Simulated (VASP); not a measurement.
# Al3C (I4/mmm) in VASP: single point with PBE

Aim: the single point of Al3C with PBE.

All numbers are computed with VASP 6.6.1; they aren't measurements. Logs are shortened: lines on timing, memory, paths and dates and some standing lists are left out, and cuts for length are marked.

### Step 1. The cell of the first run

Symmetry: I4/mmm, No. 139, tetragonal system. The conventional cell has a = 3.618 Å, b = 3.618 Å, c = 8.082 Å, α = 90.00°, β = 90.00°, γ = 90.00°. Al (site symmetry 4/mmm) has 4 C at 2.56 Å and 8 Al at 2.71 Å within 3.4 Å. Al (site symmetry -4m2) has 8 Al at 2.56 to 2.71 Å and 4 C at 2.71 Å within 3.4 Å. Within 3.4 Å of C (site symmetry 4/mmm) lie 12 Al at 2.56 to 2.71 Å.

### Step 2. Single point, PBE, collinear spin

Input file INCAR:

```
PREC = Accurate ; ENCUT = 600
EDIFF = 1E-6 ; ISMEAR = 0
SIGMA = 0.1 ; LREAL = False
LASPH = True ; NELM = 200
ALGO = Normal ; ISIF = 2
LWAVE = False ; LCHARG = False
ISPIN = 2 ; MAGMOM = 0 0 0 1
LORBIT = 11 ; GGA = PE
NBANDS = 18 ; GGA_COMPAT = False
```

Input file KPOINTS:

```
regular mesh
0
Gamma
  8 8 8
```

Input file POSCAR:

```
Al3C
1.0
   -1.8090240321      1.8090240321      4.0409367990
    1.8090240321     -1.8090240321      4.0409367990
    1.8090240321      1.8090240321     -4.0409367990
Al C
3 1
Direct
    0.5000000000      0.5000000000      0.0000000000
    0.2500000000      0.7500000000      0.5000000000
    0.7500000000      0.2500000000      0.5000000000
    0.0000000000      0.0000000000      0.0000000000
```

Potentials or basis: VASP PAW PBE potentials, release 64 (Al, C).

Run with:

```
$ cat potpaw_PBE.64/Al/POTCAR potpaw_PBE.64/C/POTCAR > POTCAR
$ mpirun -np 1 vasp_std > vasp.out
```

OUTCAR:

```text
PREC = Accurate
   ENCUT = 600
   EDIFF = 1E-6
   ISMEAR = 0
   LREAL = False
   LASPH = True
   NELM = 200
   ISIF = 2
   ISPIN = 2
   LORBIT = 11
   GGA = PE

 ion  position               nearest neighbor table
   1  0.500  0.500  0.000-   4 2.56   4 2.56   4 2.56   4 2.56   3 2.71   2 2.71   3 2.71   3 2.71
                             2 2.71   2 2.71   3 2.71   2 2.71
   2  0.250  0.750  0.500-   3 2.56   3 2.56   3 2.56   3 2.56   4 2.71   1 2.71   4 2.71   1 2.71
                             4 2.71   4 2.71   1 2.71   1 2.71
   3  0.750  0.250  0.500-   2 2.56   2 2.56   2 2.56   2 2.56   4 2.71   1 2.71   4 2.71   4 2.71
                             1 2.71   1 2.71   4 2.71   1 2.71
   4  0.000  0.000  0.000-   1 2.56   1 2.56   1 2.56   1 2.56   3 2.71   2 2.71   3 2.71   2 2.71
                             3 2.71   3 2.71   2 2.71   2 2.71

  LATTYP: Found a body centered tetragonal cell.
 ALAT       =     3.6180480642
 C/A-ratio  =     2.2337662338

  Lattice vectors:

 A1 = (  -1.8090240321,   1.8090240321,   4.0409367990)
 A2 = (   1.8090240321,  -1.8090240321,   4.0409367990)
 A3 = (   1.8090240321,   1.8090240321,  -4.0409367990)

Analysis of symmetry for initial positions (statically):
=====================================================================
 Subroutine PRICEL returns:
 Original cell was already a primitive cell.

 Routine SETGRP: Setting up the symmetry group for a
 body centered tetragonal supercell.

 Subroutine GETGRP returns: Found 16 space group operations
 (whereof 16 operations were pure point group operations)
 out of a pool of 16 trial point group operations.

The static configuration has the point symmetry D_4h.

Analysis of symmetry for dynamics (positions and initial velocities):
=====================================================================
 Subroutine PRICEL returns:
 Original cell was already a primitive cell.

 Routine SETGRP: Setting up the symmetry group for a
 body centered tetragonal supercell.

 Subroutine GETGRP returns: Found 16 space group operations
 (whereof 16 operations were pure point group operations)
 out of a pool of 16 trial point group operations.

The dynamic configuration has the point symmetry D_4h.

Analysis of structural, dynamic, and magnetic symmetry:
=====================================================================
 Subroutine PRICEL returns:
 Original cell was already a primitive cell.

 Routine SETGRP: Setting up the symmetry group for a
 body centered tetragonal supercell.

 Subroutine GETGRP returns: Found 16 space group operations
 (whereof 16 operations were pure point group operations)
 out of a pool of 16 trial point group operations.

The overall configuration has the point symmetry D_4h.

 Subroutine INISYM returns: Found 16 space group operations
 (whereof 16 operations are pure point group operations),
 and found     1 'primitive' translations

----------------------------------------------------------------------------------------

                                     Primitive cell

  volume of cell :      52.8970

  direct lattice vectors                    reciprocal lattice vectors
    -1.809024032  1.809024032  4.040936799     0.000000000  0.276392127  0.123733685
     1.809024032 -1.809024032  4.040936799     0.276392127  0.000000000  0.123733685
     1.809024032  1.809024032 -4.040936799     0.276392127  0.276392127  0.000000000

  length of vectors
     4.782709077  4.782709077  4.782709077     0.302824425  0.302824425  0.390877495

  position of ions in fractional coordinates (direct lattice)
     0.500000000  0.500000000  0.000000000
     0.250000000  0.750000000  0.500000000
     0.750000000  0.250000000  0.500000000
     0.000000000  0.000000000  0.000000000

  ion indices of the primitive-cell ions
   primitive index   ion index
                 1           1
                 2           2
                 3           3
                 4           4

----------------------------------------------------------------------------------------

 KPOINTS: regular mesh

Automatic generation of k-mesh.
 Grid dimensions read from file:
 generate k-points for:    8    8    8

 Generating k-lattice:

  Cartesian coordinates                     Fractional coordinates (reciprocal lattice)
     0.000000000  0.034549016  0.015466711     0.125000000  0.000000000 -0.000000000
     0.034549016  0.000000000  0.015466711     0.000000000  0.125000000 -0.000000000
     0.034549016  0.034549016  0.000000000     0.000000000  0.000000000  0.125000000

  Length of vectors
     0.037853053  0.037853053  0.048859687

  Shift w.r.t. Gamma in fractional coordinates (k-lattice)
     0.000000000  0.000000000  0.000000000

 Subroutine IBZKPT returns following result:
 ===========================================

 Found     59 irreducible k-points:

 Following reciprocal coordinates:
            Coordinates               Weight
  0.000000  0.000000  0.000000      1.000000
  0.125000  0.000000  0.000000      8.000000
  0.250000  0.000000  0.000000      8.000000
  0.375000  0.000000  0.000000      8.000000
  0.500000  0.000000  0.000000      4.000000
  0.125000  0.125000  0.000000      8.000000
[... 16 lines left out ...]
  0.250000  0.125000  0.125000     16.000000
  0.375000  0.125000  0.125000      8.000000
 [... further k-points ...]
   k-points           NKPTS =     59   k-points in BZ     NKDIM =     59   number of bands    NBANDS=     18
   number of dos      NEDOS =    301   number of ions     NIONS =      4
   total plane-waves  NPLWV =  64000
   dimension x,y,z NGX =    40 NGY =   40 NGZ =   40
   dimension x,y,z NGXF=    80 NGYF=   80 NGZF=   80
   ions per type =               3   1
   NGX,Y,Z   is equivalent  to a cutoff of  13.90, 13.90, 13.90 a.u.
   NGXF,Y,Z  is equivalent  to a cutoff of  27.81, 27.81, 27.81 a.u.
 SYSTEM =  unknown system
   PREC   = accura    normal or accurate (medium, high low for compatibility)
   ISTART =      0    job   : 0-new  1-cont  2-samecut
   ICHARG =      2    charge: 1-file 2-atom 10-const
   ISPIN  =      2    spin polarized calculation?
   LNONCOLLINEAR =      F non collinear calculations
   LSORBIT =      F    spin-orbit coupling
   LASPH  =      T    aspherical Exc in radial PAW
   ENCUT  =  600.0 eV  44.10 Ry    6.64 a.u.   9.55  9.55  9.55*2*pi/ulx,y,z
   NELM   =    200;   NELMIN=  2; NELMDL= -5     # of ELM steps
   EDIFF  = 0.1E-05   stopping-criterion for ELM
   LREAL  =      F    real-space projection
   EDIFFG = 0.1E-04   stopping-criterion for IOM
   NSW    =      0    number of steps for IOM
   IBRION =     -1    ionic relax: 0-MD 1-quasi-New 2-CG
   NFREE  =      0    steps in history (QN), initial steepest desc. (CG)
   ISIF   =      2    stress and relaxation
   ISYM   =      2    0-nonsym 1-usesym 2-fastsym
   POTIM  = 0.5000    time-step for ionic-motion
   TEBEG  =    0.0;   TEEND  =   0.0 temperature during run
   PSTRESS=    0.0 pullay stress
   NELECT =      13.0000    total number of electrons
   NUPDOWN=      -1.0000    fix difference up-down
   EMIN   =  10.00;   EMAX   =-10.00  energy-range for DOS
   EFERMI =   0.00;   METHOD = LEGACY
   ISMEAR =     0;   SIGMA  =   0.10  broadening in eV -4-tet -1-fermi 0-gaus
   EFERMI_NEDOS =   21; number of points for ismear=-14 and -15
   IALGO  =     38    algorithm
   IMIX   =      4    mixing-type and parameters
     AMIX     =   0.40;   BMIX     =  1.00
     AMIX_MAG =   1.60;   BMIX_MAG =  1.00
  volume/ion in A,a.u.               =      13.22        89.24
  Fermi-wavevector in a.u.,A,eV,Ry     =   1.025445  1.937810 14.307036  1.051537
  Thomas-Fermi vector in A             =   2.159286
   LORBIT       =     11    0 simple, 1 ext, 2 COOP (PROOUT), +10 PAW based schemes
   GGA     = PE    functional components
   LHFCALC =     F    Hartree Fock is set to
   AEXX    =    0.0000 exact exchange contribution
   IVDW    =     0    specifies the selected vdW correction
   LEPSILON=     F    determine dielectric tensor
   LRPA    =     F    only Hartree local field effects (RPA)
 spin polarized calculation
 Gauss-broadening in eV      SIGMA  =   0.10
  energy-cutoff  :      600.00
  volume of cell :       52.90
 maximum number of plane-waves:      1783
 NGX is ok and might be reduce to    40
   NGX = 19   NGY = 19   NGZ = 19

 number of electron      13.0000000 magnetization      -0.0065567

 number of electron      13.0000000 magnetization       0.0006994

 Free energy of the ion-electron system (eV)
  ---------------------------------------------------
  ext. energy  EPLUGINS =         0.00000000
  ---------------------------------------------------
  free energy    TOTEN  =       -16.58658788 eV

  energy without entropy =      -16.57802594  energy(sigma->0) =      -16.58230691

 E-fermi :   8.6242     XC(G=0): -10.7751

 val. band max:        8.6233510736   @ k =  -0.3750  -0.3750   0.1250
 cond. band min:       8.6321777433   @ k =   0.2500   0.2500   0.1250
 fundamental gap:      0.0088266697
 Fermi energy:         8.6242265179

 spin component 1

 k-point     1 :       0.0000    0.0000    0.0000
  band No.  band energies     occupation
      1      -4.5812      1.00000
      2       2.7112      1.00000
      3       3.9389      1.00000
      4       6.4029      1.00000
      5       6.4029      1.00000
      6       8.1740      1.00000
[... 10 lines left out ...]
     17      21.7508      0.00000
     18      21.7508      0.00000

 k-point     2 :       0.1250    0.0000    0.0000
  band No.  band energies     occupation
      1      -4.3973      1.00000
      2       2.3051      1.00000
      3       4.2308      1.00000
      4       5.6205      1.00000
      5       6.4360      1.00000
      6       6.6667      1.00000
[... 10 lines left out ...]
     17      21.4130      0.00000
     18      21.6099      0.00000
[... 442 lines left out ...]
 k-point    24 :       0.3750    0.1250    0.1250
  band No.  band energies     occupation
      1      -2.0223      1.00000
      2       0.2773      1.00000
      3       3.1174      1.00000
      4       3.9466      1.00000
      5       4.4521      1.00000
      6       5.9428      1.00000
[... 10 lines left out ...]
     17      20.8225      0.00000
     18      22.0827      0.00000

 [... further k-points ...]

 spin component 2

 k-point     1 :       0.0000    0.0000    0.0000
  band No.  band energies     occupation
      1      -4.5809      1.00000
      2       2.7117      1.00000
      3       3.9392      1.00000
      4       6.4034      1.00000
      5       6.4034      1.00000
      6       8.1744      1.00000
[... 10 lines left out ...]
     17      21.7509      0.00000
     18      21.7509      0.00000

 k-point     2 :       0.1250    0.0000    0.0000
  band No.  band energies     occupation
      1      -4.3970      1.00000
      2       2.3055      1.00000
      3       4.2311      1.00000
      4       5.6207      1.00000
      5       6.4365      1.00000
      6       6.6669      1.00000
[... 10 lines left out ...]
     17      21.4131      0.00000
     18      21.6099      0.00000
[... 442 lines left out ...]
 k-point    24 :       0.3750    0.1250    0.1250
  band No.  band energies     occupation
      1      -2.0217      1.00000
      2       0.2775      1.00000
      3       3.1176      1.00000
      4       3.9468      1.00000
      5       4.4524      1.00000
      6       5.9430      1.00000
[... 10 lines left out ...]
     17      20.8226      0.00000
     18      22.0828      0.00000

 [... further k-points ...]

------------------------ aborting loop because EDIFF is reached ----------------------------------------

  FORCE on cell =-STRESS in cart. coord.  units (eV):
  Direction    XX          YY          ZZ          XY          YZ          ZX
  --------------------------------------------------------------------------------------
  -------------------------------------------------------------------------------------
  Total        0.5039640      0.5039640      0.7623522      0.0000000     -0.0000000      0.0000000
  in kB       15.2643884     15.2643884     23.0906173      0.0000000     -0.0000000      0.0000000
  external PRESSURE =      17.8731313 kB  Pullay stress =       0.0000000 kB

 VOLUME and BASIS-vectors are now :
 -----------------------------------------------------------------------------
  energy-cutoff  :      600.00
  volume of cell :       52.90
      direct lattice vectors                 reciprocal lattice vectors
    -1.809024032  1.809024032  4.040936799     0.000000000  0.276392127  0.123733685
     1.809024032 -1.809024032  4.040936799     0.276392127  0.000000000  0.123733685
     1.809024032  1.809024032 -4.040936799     0.276392127  0.276392127  0.000000000

 POSITION                                       TOTAL-FORCE (eV/Angst)
 -----------------------------------------------------------------------------------
      0.00000      0.00000      4.04094         0.000000      0.000000      0.000000
      1.80902      0.00000      2.02047        -0.000000     -0.000000     -0.000000
      0.00000      1.80902      2.02047        -0.000000     -0.000000      0.000000
      0.00000      0.00000      0.00000         0.000000      0.000000      0.000000
 -----------------------------------------------------------------------------------
    total drift:                               -0.000000     -0.000000     -0.000000

  FREE ENERGIE OF THE ION-ELECTRON SYSTEM (eV)
  ---------------------------------------------------
  free  energy   TOTEN  =       -16.5865878806 eV

  energy  without entropy=      -16.5780259445  energy(sigma->0) =      -16.58230691

 total charge

# of ion       s       p       d       tot
------------------------------------------
    1        0.411   0.337   0.000   0.748
    2        0.450   0.358   0.000   0.808
    3        0.450   0.358   0.000   0.808
    4        0.947   1.177   0.000   2.124
--------------------------------------------------
tot          2.258   2.231   0.000   4.489

 magnetization (x)

# of ion       s       p       d       tot
------------------------------------------
    1        0.000   0.000   0.000   0.000
    2       -0.000  -0.000   0.000  -0.000
    3       -0.000  -0.000   0.000  -0.000
    4        0.000   0.000   0.000   0.000
--------------------------------------------------
tot          0.000   0.000   0.000   0.000
```

Run time: 64 s. Hardware: 1 thread of Intel Xeon 6975P-C (Granite Rapids), shared host; peak memory 0.33 GiB.

Results:

| Quantity | Value |
| --- | --- |
| Free energy | -16.5866 eV |
| Pressure | 1.8 GPa |
| Net moment | 0.00 μB per cell |
| Valence electrons inside the program's atomic spheres | Al 0.75, 0.81 (each value once); C 2.12 |

Stress tensor (GPa, compression positive):
```
1.53 0.00 0.00
0.00 1.53 0.00
0.00 0.00 2.31
```
